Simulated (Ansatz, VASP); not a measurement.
## Two plane-wave programs on SnO2

The input INCAR:

```
PREC     = Accurate       # precision mode
ENCUT    = 520            # plane-wave cutoff, eV
EDIFF    = 1E-6           # SCF threshold, eV
ISMEAR   = 0              # smearing method
SIGMA    = 0.05           # smearing width, eV
LREAL    = F              # projectors in reciprocal space
LASPH    = T              # aspherical terms in the spheres
NELM     = 80             # most SCF steps
ALGO     = Normal         # electronic algorithm
ISIF     = 2              # what is computed and relaxed
LWAVE    = F              # write WAVECAR
LCHARG   = T              # write CHGCAR
LELF     = T              # ELF
LVHAR    = T            
NBANDS   = 35             # bands
```

Contents of KPOINTS:

```
Automatic mesh
0
Gamma
  6 6 8
```

The input POSCAR:

```
SnO2
1.0
    4.7201335214      0.0000000000      0.0000000000
    0.0000000000      4.7206343117      0.0000000000
    0.0000000000      0.0000000000      3.1888226872
Sn O
2 4
Direct
    0.5000000000      0.5000000000      0.5000000000
    0.0000000000      0.0000000000      0.0000000000
    0.3059920358      0.3407603117      0.0000000000
    0.8059920358      0.1592396883      0.5000000000
    0.1940079642      0.8407603117      0.5000000000
    0.6940079642      0.6592396883      0.0000000000
```

Input for Ansatz:

```yaml
crystal:
  lattice:
    - [4.7201335214, 0.0, 0.0]
    - [0.0, 4.7206343117, 0.0]
    - [0.0, 0.0, 3.1888226872]
  atoms:
    - { symbol: Sn, position: [0.5, 0.5, 0.5] }
    - { symbol: Sn, position: [0.0, 0.0, 0.0] }
    - { symbol: O, position: [0.3059920358, 0.3407603117, 0.0] }
    - { symbol: O, position: [0.8059920358, 0.1592396883, 0.5] }
    - { symbol: O, position: [0.1940079642, 0.8407603117, 0.5] }
    - { symbol: O, position: [0.6940079642, 0.6592396883, 0.0] }
basis:
  ecutwfc: 520.0
kpoints:
  mp_grid: { grid: [6, 6, 8] }
hamiltonian:
  xc: lda
  pseudopotentials: { kind: paw, azcp: { folder: soft_1 } }
scf:
  occupations: { method: gaussian, width: 0.05 }
output:
  forces: true
  stress: true
  eigenvalues: true
  write_density: true
  write_potential: true
  elf: true
  volumetric_format: npy
```

Alike in both runs: task single point; functional LDA; k mesh 6 × 6 × 8; occupations gaussian, width 0.05 eV; no spin polarisation.

```csv
,VASP,Ansatz
version,VASP 6.6.1,Ansatz 0.2.0
potentials or method,"VASP PAW LDA potentials, release 64 (Sn_d, O), cutoff 520 eV","scalar-relativistic, plane waves, PAW"
valence electrons in the cell,52,52
```

Ansatz gave:

```
gap on the k mesh at the Fermi level (eV)                     : 1.52
least direct gap on the mesh (eV)                             : 1.52
pressure (GPa)                                                : 6.6
traceless stress, the component that is largest in VASP (GPa) : 4.05
rms of the force components (eV/Å)                            : 1.339
```

What did VASP give for the same quantities?

gap on the k mesh at the Fermi level (eV): 1.54; least direct gap on the mesh (eV): 1.54; pressure (GPa): 8.1; traceless stress, the component that is largest in VASP (GPa): 5.11; rms of the force components (eV/Å): 1.385.

Ansatz warns that its potentials were made for another functional, while VASP's fit it. LDA's correlation is that of Perdew and Zunger in VASP and of Perdew and Wang (1992) in Ansatz. Atom by atom the forces differ by 0.045 eV/Å (rms over components).
